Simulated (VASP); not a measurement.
# Mg2Ge (Fm-3m) in VASP: elastic constants with LDA

Aim: the elastic constants of Mg2Ge with LDA.

Program: VASP 6.6.1. These are calculated values, not measurements. Logs are shortened: lines on timing, memory, paths and dates and some standing lists are left out, and cuts for length are marked.

## (1) The cell of the first run

Symmetry: Fm-3m, No. 225, cubic system. The conventional cell has a = 6.078 Å, b = 6.078 Å, c = 6.078 Å, α = 90.00°, β = 90.00°, γ = 90.00°. Within 3.5 Å of Mg (site symmetry -43m) lie 4 Ge at 2.63 Å and 6 Mg at 3.04 Å. Within 3.5 Å of Ge (site symmetry m-3m) lie 8 Mg at 2.63 Å.

## (2) Elastic constants, LDA

File INCAR:

```
SYSTEM = Mg2Ge
PREC = Accurate ; ENCUT = 600
EDIFF = 1E-8 ; ISMEAR = -1
SIGMA = 0.1 ; LREAL = .FALSE.
LASPH = .TRUE. ; NELM = 120
ALGO = Normal ; ISIF = 3
LWAVE = .FALSE. ; LCHARG = .TRUE.
IBRION = 6 ; NFREE = 2
POTIM = 0.015 ; NSW = 1
GGA_COMPAT = .FALSE.
```

File KPOINTS:

```
Automatic mesh
0
G
  12 12 12
  0 0 0
```

File POSCAR:

```
Mg2Ge
1.0
    0.0000000000      3.0391510959      3.0391510959
    3.0391510959      0.0000000000      3.0391510959
    3.0391510959      3.0391510959      0.0000000000
Mg Ge
2 1
Direct
    0.2500000000      0.2500000000      0.2500000000
    0.7500000000      0.7500000000      0.7500000000
    0.0000000000      0.0000000000      0.0000000000
```

Potentials or basis: VASP PAW LDA potentials, release 64 (Mg, Ge_d).

Run with:

```sh
$ cat potpaw_LDA.64/Mg/POTCAR potpaw_LDA.64/Ge_d/POTCAR > POTCAR
$ mpirun -np 1 vasp_std > vasp.out
```

OUTCAR:

```text
SYSTEM = Mg2Ge
   PREC = Accurate
   ENCUT = 600
   EDIFF = 1E-8
   ISMEAR = -1
   LREAL = .FALSE.
   LASPH = .TRUE.
   NELM = 120
   ISIF = 3
   IBRION = 6
   NFREE = 2
   POTIM = 0.015
   NSW = 1

 ion  position               nearest neighbor table
   1  0.250  0.250  0.250-   3 2.63   3 2.63   3 2.63   3 2.63   2 3.04   2 3.04   2 3.04   2 3.04
                             2 3.04   2 3.04
   2  0.750  0.750  0.750-   3 2.63   3 2.63   3 2.63   3 2.63   1 3.04   1 3.04   1 3.04   1 3.04
                             1 3.04   1 3.04
   3  0.000  0.000  0.000-   1 2.63   2 2.63   2 2.63   2 2.63   2 2.63   1 2.63   1 2.63   1 2.63

  LATTYP: Found a face centered cubic cell.
 ALAT       =     6.0783021918

  Lattice vectors:

 A1 = (   0.0000000000,   3.0391510959,   3.0391510959)
 A2 = (   3.0391510959,   0.0000000000,   3.0391510959)
 A3 = (   3.0391510959,   3.0391510959,   0.0000000000)

Analysis of symmetry for initial positions (statically):
=====================================================================
 Subroutine PRICEL returns:
 Original cell was already a primitive cell.

 Routine SETGRP: Setting up the symmetry group for a
 face centered cubic supercell.

 Subroutine GETGRP returns: Found 48 space group operations
 (whereof 48 operations were pure point group operations)
 out of a pool of 48 trial point group operations.

The static configuration has the point symmetry O_h .

Analysis of symmetry for dynamics (positions and initial velocities):
=====================================================================
 Subroutine PRICEL returns:
 Original cell was already a primitive cell.

 Routine SETGRP: Setting up the symmetry group for a
 face centered cubic supercell.

 Subroutine GETGRP returns: Found 48 space group operations
 (whereof 48 operations were pure point group operations)
 out of a pool of 48 trial point group operations.

The dynamic configuration has the point symmetry O_h .

 Subroutine INISYM returns: Found 48 space group operations
 (whereof 48 operations are pure point group operations),
 and found     1 'primitive' translations

----------------------------------------------------------------------------------------

                                     Primitive cell

  volume of cell :      56.1419

  direct lattice vectors                    reciprocal lattice vectors
     0.000000000  3.039151096  3.039151096    -0.164519625  0.164519625  0.164519625
     3.039151096  0.000000000  3.039151096     0.164519625 -0.164519625  0.164519625
     3.039151096  3.039151096  0.000000000     0.164519625  0.164519625 -0.164519625

  length of vectors
     4.298008698  4.298008698  4.298008698     0.284956350  0.284956350  0.284956350

  position of ions in fractional coordinates (direct lattice)
     0.250000000  0.250000000  0.250000000
     0.750000000  0.750000000  0.750000000
     0.000000000  0.000000000  0.000000000

  ion indices of the primitive-cell ions
   primitive index   ion index
                 1           1
                 2           2
                 3           3

----------------------------------------------------------------------------------------

 KPOINTS: Automatic mesh

Automatic generation of k-mesh.
 Grid dimensions read from file:
 generate k-points for:   12   12   12

 Generating k-lattice:

  Cartesian coordinates                     Fractional coordinates (reciprocal lattice)
[... 115 lines left out ...]
  --------------------------------------------------------------------------------------
  -------------------------------------------------------------------------------------
  Total        2.3060880      2.3060880      2.3060880      0.0000000      0.0000000     -0.0000000
  in kB       65.8111660     65.8111660     65.8111660      0.0000000      0.0000000     -0.0000000
  external PRESSURE =      65.8111660 kB  Pullay stress =       0.0000000 kB
[... 92 lines left out ...]
  FREE ENERGIE OF THE ION-ELECTRON SYSTEM (eV)
  ---------------------------------------------------
  free  energy   TOTEN  =        -9.7502283386 eV

  energy  without entropy=       -9.7444713197  energy(sigma->0) =       -9.74734983

[... ionic steps 4 to 14 ...]

--------------------------------------- Ionic step       15  -------------------------------------------

 number of electron      18.0000008 magnetization

------------------------ aborting loop because EDIFF is reached ----------------------------------------
[... 69 lines left out ...]
--------------------------------------- Ionic step       17  -------------------------------------------

 number of electron      18.0000003 magnetization

 Free energy of the ion-electron system (eV)
  ---------------------------------------------------
  ext. energy  EPLUGINS =         0.00000000
  ---------------------------------------------------
  free energy    TOTEN  =        -9.79023230 eV

  energy without entropy =       -9.78464952  energy(sigma->0) =       -9.78744091

 E-fermi :   4.3681     XC(G=0):  -9.8974

 val. band max:        4.2648771622   @ k =   0.0000   0.5000   0.5000
 cond. band min:       4.4694697561   @ k =   0.4167   0.4167   0.0000
 fundamental gap:      0.2045925939
 Fermi energy:         4.3680532510

 k-point     1 :       0.0000    0.0000    0.0000
  band No.  band energies     occupation
      1     -19.5139      2.00000
      2     -19.5139      2.00000
      3     -19.5139      2.00000
      4     -19.4873      2.00000
      5     -19.4873      2.00000
      6      -6.1737      2.00000
      7       4.2630      1.48160
      8       4.2630      1.48160
      9       4.2634      1.48022
     10       6.0568      0.00000
     11       7.4048      0.00000
     12       7.4050      0.00000
     13       7.4050      0.00000
[... 354 lines left out ...]
  band No.  band energies     occupation
      1     -19.5133      2.00000
      2     -19.5122      2.00000
      3     -19.5115      2.00000
      4     -19.4872      2.00000
      5     -19.4868      2.00000
      6      -4.5410      2.00000
      7      -0.7719      2.00000
      8       1.9150      2.00000
      9       3.1431      1.99999
     10       6.1015      0.00000
     11       7.8126      0.00000
     12       8.0961      0.00000
     13      10.5707      0.00000

 [... further k-points ...]
[... 5 lines left out ...]
  --------------------------------------------------------------------------------------
  -------------------------------------------------------------------------------------
  Total        2.3097358      2.3125118      2.3125118      0.0000000      0.0000000      0.0000000
  in kB       65.9152675     65.9944886     65.9944886      0.0000000      0.0000000      0.0000000
  external PRESSURE =      65.9680816 kB  Pullay stress =       0.0000000 kB
[... 18 lines left out ...]
  FREE ENERGIE OF THE ION-ELECTRON SYSTEM (eV)
  ---------------------------------------------------
  free  energy   TOTEN  =        -9.7902322969 eV

  energy  without entropy=       -9.7846495163  energy(sigma->0) =       -9.78744091

 INTERNAL STRAIN TENSORS FROM STRAINED CELLS
 ============================================

 INTERNAL STRAIN TENSOR FOR ION    1 for displacements in x,y,z  (eV/Angst):
          X           Y           Z          XY          YZ          ZX
  --------------------------------------------------------------------------------
  x     0.00000     0.00000     0.00000     0.00000    -3.64583     0.00000
  y     0.00000    -0.00000     0.00000     0.00000     0.00000    -3.64609
  z     0.00000    -0.00000     0.00000    -3.64595     0.00000    -0.00000

 INTERNAL STRAIN TENSORS FROM DISPLACED ATOMS
 ============================================

 INTERNAL STRAIN TENSOR FOR ION    1 for displacements in x,y,z  (eV/Angst):
          X           Y           Z          XY          YZ          ZX
  --------------------------------------------------------------------------------
  x     0.00000     0.00000     0.00000     0.00000    -3.67929     0.00000
  y    -0.00000     0.00000    -0.00000     0.00000     0.00000    -3.67929
  z     0.00000     0.00000     0.00000    -3.67929     0.00000     0.00000

 INTERNAL STRAIN TENSOR FOR ION    3 for displacements in x,y,z  (eV/Angst):
          X           Y           Z          XY          YZ          ZX
  --------------------------------------------------------------------------------
  x     0.00000     0.00000     0.00000     0.00000     0.00000     0.00000
  y     0.00000     0.00000     0.00000     0.00000     0.00000     0.00000
  z     0.00000     0.00000     0.00000     0.00000     0.00000     0.00000

 Eigenvectors and eigenvalues of the dynamical matrix
 ----------------------------------------------------

   1 f  =    8.882123 THz    55.808022 2PiTHz  296.275720 cm-1    36.733491 meV
             X         Y         Z           dx          dy          dz
      1.519576  1.519576  1.519576     0.668005    0.223392   -0.062175
      4.558727  4.558727  4.558727    -0.668005   -0.223392    0.062175
      0.000000  0.000000  0.000000    -0.000000    0.000000    0.000000
[... 43 lines left out ...]
   9 f/i=    0.009975 THz     0.062676 2PiTHz    0.332737 cm-1     0.041254 meV
             X         Y         Z           dx          dy          dz
      1.519576  1.519576  1.519576    -0.028999    0.373787    0.246096
      4.558727  4.558727  4.558727    -0.028999    0.373787    0.246096
      0.000000  0.000000  0.000000    -0.049994    0.644404    0.424266

--------------------------------------------------------------------------------------------------------

 ELASTIC MODULI CONTR FROM IONIC RELAXATION (kBar)
 Direction    XX          YY          ZZ          XY          YZ          ZX
 --------------------------------------------------------------------------------
 XX          -0.0000     -0.0000     -0.0000      0.0000      0.0000     -0.0000
 YY          -0.0000     -0.0000      0.0000      0.0000      0.0000      0.0000
 ZZ          -0.0000      0.0000     -0.0000      0.0000      0.0000     -0.0000
 XY           0.0000      0.0000      0.0000    -98.4816      0.0000      0.0000
 YZ           0.0000      0.0000      0.0000      0.0000    -98.4816      0.0000
 ZX          -0.0000      0.0000     -0.0000      0.0000      0.0000    -98.4816
 --------------------------------------------------------------------------------

 TOTAL ELASTIC MODULI (kBar)
 Direction    XX          YY          ZZ          XY          YZ          ZX
 --------------------------------------------------------------------------------
 XX        1478.8211    408.4702    408.4702     -0.0000      0.0000      0.0000
 YY         408.4702   1478.8211    408.4702      0.0000     -0.0000     -0.0000
 ZZ         408.4702    408.4702   1478.8211     -0.0000      0.0000     -0.0000
 XY          -0.0000      0.0000     -0.0000    569.9970      0.0000      0.0000
 YZ           0.0000     -0.0000      0.0000      0.0000    569.9970      0.0000
 ZX           0.0000     -0.0000     -0.0000      0.0000      0.0000    569.9970
 --------------------------------------------------------------------------------
```

Wall time 37 min (1 thread of Intel Xeon Platinum 8259CL at 2.50GHz (Skylake/Cascade Lake), shared host); peak memory 0.8 GiB.

Results:

```
Elastic constants C11, C12, C44 : 148, 41, 57 GPa
Voigt bulk modulus              : 77 GPa
Highest phonon frequency at Γ   : 296 cm⁻¹
```

Phonon frequencies in cm⁻¹ (negative: imaginary):
| q point | frequencies |
| --- | --- |
| (0.000, 0.000, 0.000) | 0 0 0 264 264 264 296 296 296 |

Elastic tensor in Voigt notation (GPa, in the Cartesian axes of the cell as first typed):
```
148  41  41   0   0   0
 41 148  41   0   0   0
 41  41 148   0   0   0
  0   0   0  57   0   0
  0   0   0   0  57   0
  0   0   0   0   0  57
```

Clamped-ion elastic tensor (GPa):
```
148  41  41   0   0   0
 41 148  41   0   0   0
 41  41 148   0   0   0
  0   0   0  67   0   0
  0   0   0   0  67   0
  0   0   0   0   0  67
```

Caveat: the cell is under stress, which shifts elastic constants.
